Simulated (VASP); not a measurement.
# Ir (Fm-3m) in VASP: a series of runs

Runs on Ir. Level: PBE+D3(BJ). Tasks: single point, relaxation of volume and atoms at fixed shape.

All numbers are computed with VASP 6.6.1; they aren't measurements. Logs are shortened: lines on timing, memory, paths and dates and some standing lists are left out, and cuts for length are marked.

**1. The cell of the first run**

The structure is cubic, space group Fm-3m (No. 225). Conventional cell: a = 3.840 Å, b = 3.840 Å, c = 3.840 Å, α = 90.00°, β = 90.00°, γ = 90.00°. Within 3.6 Å of Ir (site symmetry m-3m) lie 12 Ir at 2.72 Å.

**2. Single point, PBE+D3(BJ)**

Contents of INCAR:

```
SYSTEM = Ir
ALGO = Normal ; EDIFF = 1E-6
ENCUT = 500 ; GGA = PE
GGA_COMPAT = .FALSE. ; ISIF = 2
ISMEAR = 1 ; IVDW = 12
LASPH = .TRUE. ; LCHARG = .FALSE.
LREAL = .FALSE. ; LWAVE = .FALSE.
NBANDS = 10 ; NELM = 120
PREC = Accurate ; SIGMA = 0.15
```

Contents of KPOINTS:

```
k-points
0
G
  12 12 12
  0 0 0
```

Contents of POSCAR:

```
Ir
1.0
    0.0000000000      1.9198359949      1.9198359949
    1.9198359949      0.0000000000      1.9198359949
    1.9198359949      1.9198359949      0.0000000000
Ir
1
Direct
    0.0000000000      0.0000000000      0.0000000000
```

Potentials or basis: VASP PAW PBE potentials, release 64 (Ir).

Launch:

```sh
$ cat potpaw_PBE.64/Ir/POTCAR > POTCAR
$ mpirun -np 1 vasp_std > vasp.out
```

OUTCAR:

```text
SYSTEM = Ir
   EDIFF = 1E-6
   ENCUT = 500
   GGA = PE
   ISIF = 2
   ISMEAR = 1
   IVDW = 12
   LASPH = .TRUE.
   LREAL = .FALSE.
   NELM = 120
   PREC = Accurate
 IVDW          = 12

 ion  position               nearest neighbor table
   1  0.000  0.000  0.000-

  LATTYP: Found a face centered cubic cell.
 ALAT       =     3.8396719898

  Lattice vectors:

 A1 = (   0.0000000000,   1.9198359949,   1.9198359949)
 A2 = (   1.9198359949,   0.0000000000,   1.9198359949)
 A3 = (   1.9198359949,   1.9198359949,   0.0000000000)

Analysis of symmetry for initial positions (statically):
=====================================================================
 Subroutine PRICEL returns:
 Original cell was already a primitive cell.

 Routine SETGRP: Setting up the symmetry group for a
 face centered cubic supercell.

 Subroutine GETGRP returns: Found 48 space group operations
 (whereof 48 operations were pure point group operations)
 out of a pool of 48 trial point group operations.

The static configuration has the point symmetry O_h .

Analysis of symmetry for dynamics (positions and initial velocities):
=====================================================================
 Subroutine PRICEL returns:
 Original cell was already a primitive cell.

 Routine SETGRP: Setting up the symmetry group for a
 face centered cubic supercell.

 Subroutine GETGRP returns: Found 48 space group operations
 (whereof 48 operations were pure point group operations)
 out of a pool of 48 trial point group operations.

The dynamic configuration has the point symmetry O_h .

 Subroutine INISYM returns: Found 48 space group operations
 (whereof 48 operations are pure point group operations),
 and found     1 'primitive' translations

----------------------------------------------------------------------------------------

                                     Primitive cell

  volume of cell :      14.1521

  direct lattice vectors                    reciprocal lattice vectors
     0.000000000  1.919835995  1.919835995    -0.260438913  0.260438913  0.260438913
     1.919835995  0.000000000  1.919835995     0.260438913 -0.260438913  0.260438913
     1.919835995  1.919835995  0.000000000     0.260438913  0.260438913 -0.260438913

  length of vectors
     2.715058102  2.715058102  2.715058102     0.451093430  0.451093430  0.451093430

  position of ions in fractional coordinates (direct lattice)
     0.000000000  0.000000000  0.000000000

  ion indices of the primitive-cell ions
   primitive index   ion index
                 1           1

----------------------------------------------------------------------------------------

 KPOINTS: k-points

[... 77 lines left out ...]
   PSTRESS=    0.0 pullay stress
   NELECT =       9.0000    total number of electrons
   NUPDOWN=      -1.0000    fix difference up-down
   EMIN   =  10.00;   EMAX   =-10.00  energy-range for DOS
   EFERMI =   0.00;   METHOD = LEGACY
   ISMEAR =     1;   SIGMA  =   0.15  broadening in eV -4-tet -1-fermi 0-gaus
   EFERMI_NEDOS =   21; number of points for ismear=-14 and -15
   IALGO  =     38    algorithm
   IMIX   =      4    mixing-type and parameters
     AMIX     =   0.40;   BMIX     =  1.00
     AMIX_MAG =   1.60;   BMIX_MAG =  1.00
  volume/ion in A,a.u.               =      14.15        95.50
  Fermi-wavevector in a.u.,A,eV,Ry     =   1.407823  2.660401 26.966298  1.981967
  Thomas-Fermi vector in A             =   2.530044
   LORBIT       =      0    0 simple, 1 ext, 2 COOP (PROOUT), +10 PAW based schemes
   GGA     = PE    functional components
   LHFCALC =     F    Hartree Fock is set to
   AEXX    =    0.0000 exact exchange contribution
   IVDW    =    12    specifies the selected vdW correction
   LEPSILON=     F    determine dielectric tensor
   LRPA    =     F    only Hartree local field effects (RPA)
 non-spin polarized calculation
 Methfessel and Paxton  Order N= 1 SIGMA  =   0.15
  energy-cutoff  :      500.00
  volume of cell :       14.15
 maximum number of plane-waves:       370
   NGX =  9   NGY =  9   NGZ =  9

 number of electron       9.0000000 magnetization

 Free energy of the ion-electron system (eV)
  ---------------------------------------------------
  ext. energy  EPLUGINS =         0.00000000
  ---------------------------------------------------
  free energy    TOTEN  =        -8.85696337 eV

  energy without entropy =       -8.85791548  energy(sigma->0) =       -8.85728074

 E-fermi :  10.4588     XC(G=0): -13.9868

 val. band max:       10.4309143956   @ k =  -0.2500   0.0833   0.0000
 cond. band min:      10.5656689430   @ k =   0.3333   0.1667   0.0833
 fundamental gap:      0.1347545474
 Fermi energy:        10.4588298539

 k-point     1 :       0.0000    0.0000    0.0000
  band No.  band energies     occupation
      1      -0.7156      2.00000
      2       6.5150      2.00000
      3       6.5150      2.00000
      4       6.5150      2.00000
      5       9.1997      2.00000
      6       9.1997      2.00000
      7      24.7297      0.00000
      8      30.3094      0.00000
      9      30.3094      0.00000
     10      30.3094      0.00000
[... 287 lines left out ...]
 k-point    24 :      -0.4167    0.1667    0.0000
  band No.  band energies     occupation
      1       3.2461      2.00000
      2       5.6496      2.00000
      3       7.2338      2.00000
      4       7.4142      2.00000
      5      10.8492     -0.00145
      6      14.1749      0.00000
      7      17.6442      0.00000
      8      25.7093      0.00000
      9      27.9621      0.00000
     10      29.9716      0.00000

 [... further k-points ...]

------------------------ aborting loop because EDIFF is reached ----------------------------------------

 Edisp (eV)   -0.73483

 E8    (eV) :    -0.3427

  FORCE on cell =-STRESS in cart. coord.  units (eV):
  Direction    XX          YY          ZZ          XY          YZ          ZX
  --------------------------------------------------------------------------------------
  -------------------------------------------------------------------------------------
  Total       0.03504     0.03504     0.03504     0.00000     0.00000     0.00000
  in kB       3.96745     3.96745     3.96745     0.00000     0.00000     0.00000
  external pressure =        3.97 kB  Pullay stress =        0.00 kB

 VOLUME and BASIS-vectors are now :
 -----------------------------------------------------------------------------
  energy-cutoff  :      500.00
  volume of cell :       14.15
      direct lattice vectors                 reciprocal lattice vectors
     0.000000000  1.919835995  1.919835995    -0.260438913  0.260438913  0.260438913
     1.919835995  0.000000000  1.919835995     0.260438913 -0.260438913  0.260438913
     1.919835995  1.919835995  0.000000000     0.260438913  0.260438913 -0.260438913

 POSITION                                       TOTAL-FORCE (eV/Angst)
 -----------------------------------------------------------------------------------
      0.00000      0.00000      0.00000         0.000000      0.000000      0.000000
 -----------------------------------------------------------------------------------
    total drift:                                0.000000      0.000000      0.000000

  FREE ENERGIE OF THE ION-ELECTRON SYSTEM (eV)
  ---------------------------------------------------
  free  energy   TOTEN  =        -9.5917945468 eV

  energy  without entropy=       -9.5927466617  energy(sigma->0) =       -9.59211192
```

stdout:

```text
POSCAR found type information on POSCAR Ir
 POSCAR found :  1 types and       1 ions
 scaLAPACK will be used
 LDA part: xc-table for (Slater+PW92), standard interpolation
 POSCAR, INCAR and KPOINTS ok, starting setup
 FFT: planning ... GRIDC
 FFT: planning ... GRID_SOFT
 FFT: planning ... GRID
 WAVECAR not read
 entering main loop
```

Wall time 4.3 s (1 thread of Intel Xeon 6975P-C (Granite Rapids), shared host); peak memory 0.14 GiB.

Results:

| Quantity | Value |
| --- | --- |
| Free energy | -9.5918 eV |
| Pressure | 0.4 GPa |
| Dispersion energy per atom | -0.735 eV |

Caveat: spin-orbit coupling is left out, which moves the levels of the heavy elements; pairwise dispersion overbinds metals, which lowers pressure and volume.

[end of part 1 of 2]
